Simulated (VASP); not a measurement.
**Cs: single point with r2SCAN**

The system is Cs.

```
Cs
1.0
     5.36733    0.00000    0.00000
    -2.68367    4.64825    0.00000
     0.00000    0.00000    5.01510
Cs
1
Cartesian
  0.0000 0.0000 0.0000
```

This isn't the form of Cs at room conditions, which is bcc.

| Item | Value |
| --- | --- |
| Program | VASP 6.6.1 |
| Task | single point |
| Functional | r2SCAN |
| Potentials or basis | VASP PAW PBE potentials, release 64 (Cs_sv) |
| Cutoff | 520 eV |
| k mesh | 12 × 12 × 12 |
| Occupations | gaussian, width 0.1 eV |
| Spin | no spin polarisation |
| Dipole correction | no |
| Further INCAR settings | ALGO = Normal; EDIFF = 1e-07; NBANDS = 10 |

- Pressure: 0.0 GPa
- Band gap on the k mesh: zero (an odd number of electrons rules out a gap without spin polarisation)

Levels at points of the mesh, in eV from the Fermi level:
```
           k point  band 1  band 2  band 3  band 4  band 5  band 6  band 7  band 8  band 9  band 10
(0.00, 0.00, 0.00)  -24.96  -11.33  -11.33  -11.32   -1.70    1.63    2.64    2.64    4.66     4.66
(0.50, 0.00, 0.00)  -24.95  -11.45  -11.36  -11.31    0.05    0.53    1.73    3.25    4.38     4.55
(0.00, 0.00, 0.50)  -24.95  -11.48  -11.31  -11.31   -0.09    0.26    3.07    3.07    3.35     3.35
(0.50, 0.00, 0.50)  -24.95  -11.46  -11.43  -11.34    0.45    1.28    2.32    2.38    2.72     4.85
```

It took 12 min on 1 thread of Intel(R) Xeon(R) Platinum 8259CL CPU @ 2.50GHz (Skylake/Cascade Lake) (shared host), peak memory 0.36 GiB.

Caveat: the PAW data sets were made with another functional, which shifts forces and pressure a little; spin-orbit coupling is left out, which moves the levels of the heavy elements.
